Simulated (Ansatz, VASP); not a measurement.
One calculation of YNbTl, two programs

The input INCAR:

```
PREC     = Accurate       # precision mode
ENCUT    = 520            # plane-wave cutoff, eV
EDIFF    = 1E-7           # SCF threshold, eV
ISMEAR   = 0              # smearing method
SIGMA    = 0.1            # smearing width, eV
LREAL    = False          # projectors in reciprocal space
LASPH    = True           # aspherical terms in the spheres
NELM     = 60             # most SCF steps
ALGO     = Fast           # electronic algorithm
ISIF     = 2              # what is computed and relaxed
LWAVE    = False          # write WAVECAR
LCHARG   = False          # write CHGCAR
GGA      = PE             # functional
NBANDS   = 26             # bands
```

Contents of KPOINTS:

```
Automatic mesh
0
Gamma
  12 12 8
```

Contents of POSCAR:

```
YNbTl
1.0
    3.9800250326      0.0000000000      0.0000000000
    0.0000000000      3.9800250326      0.0000000000
    0.0000000000      0.0000000000      6.2187357217
Y Nb Tl
1 1 1
Direct
    0.5000000000      0.5000000000      0.0000000000
    0.0000000000      0.0000000000      0.0000000000
    0.5000000000      0.5000000000      0.5000000000
```

Input for Ansatz:

```yaml
crystal:
  lattice:
    - [3.9800250326, 0.0, 0.0]
    - [0.0, 3.9800250326, 0.0]
    - [0.0, 0.0, 6.2187357217]
  atoms:
    - { symbol: "Y", position: [0.5, 0.5, 0.0] }
    - { symbol: Nb, position: [0.0, 0.0, 0.0] }
    - { symbol: Tl, position: [0.5, 0.5, 0.5] }
basis:
  ecutwfc: 420
kpoints:
  mp_grid: { grid: [12, 12, 8] }
  band_path:
    path:
      - [[0.0, 0.0, 0.0], [0.0, 0.5, 0.0], [0.5, 0.5, 0.0], [0.0, 0.0, 0.0], [0.0, 0.0, 0.5], [0.0, 0.5, 0.5], [0.5, 0.5, 0.5], [0.0, 0.0, 0.5]]
      - [[0.0, 0.5, 0.0], [0.0, 0.5, 0.5]]
      - [[0.5, 0.5, 0.0], [0.5, 0.5, 0.5]]
    npoints: 14
hamiltonian:
  xc: pbe
scf:
  occupations: { method: gaussian, width: 0.1 }
  n_extra_bands: 7
output:
  forces: true
  stress: true
  eigenvalues: true
  populations: true
  dos: { projected: true, de: 0.02, nscf_kmesh: { grid: [15, 15, 10] } }
  bader: true
  write_density: true
  write_potential: true
  elf: true
  volumetric_format: npy
```

Alike in both runs: task single point; functional PBE; k mesh 12 × 12 × 8; occupations gaussian, width 0.1 eV; no spin polarisation.

|  | VASP | Ansatz |
| --- | --- | --- |
| version | VASP 6.6.1 | Ansatz 0.2.0 |
| potentials or method | VASP PAW PBE potentials, release 64 (Y_sv, Nb_sv, Tl_d), cutoff 520 eV | scalar-relativistic, plane waves, PAW |
| valence electrons in the cell | 37 | 37 |

|  | VASP | Ansatz | Ansatz less VASP |
| --- | --- | --- | --- |
| gap on the k mesh at the Fermi level (eV) | none | none | - |
| pressure (GPa) | 0.0 | 0.0 | +0.07 |

A gap of «none» marks a metal or a gap that the smearing closes.

Neither program's run includes spin-orbit coupling.
